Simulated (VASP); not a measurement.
Crystal: HfO2.

```
Hf O
1.0
     0.01429    2.52918    2.52918
     2.52918    0.01429    2.52918
     2.54347    2.54347    0.00000
Hf O
1 2
Direct
  0.00000 0.00000 0.00000
  0.24919 0.24919 0.25081
  0.75081 0.75081 0.74919
```

This cell differs from its parent crystal: shear xy strain +1.1%.

Base run:

- Program: VASP 6.6.1
- Functional: r2SCAN
- Potentials or basis: VASP PAW PBE potentials, release 64 (Hf_pv, O)
- Cutoff: 520 eV
- k mesh: 8 × 8 × 8
- Occupations: gaussian, width 0.01 eV
- Spin: no spin polarisation

Its results: band gap on the k mesh 4.32 eV, direct; pressure -3.9 GPa.

The run is repeated on the same cell with these changes: functional from r2SCAN to PBE; occupations from gaussian, width 0.01 eV to fermi-dirac, width 0.02 eV. What comes out?

Band gap on the k mesh 3.82 eV, direct; pressure 2.2 GPa.

Caveats: spin-orbit coupling is left out, which moves the levels of the heavy elements; the PAW data sets were made with another functional, which shifts forces and pressure a little (some runs).

A k mesh can miss the band edges.
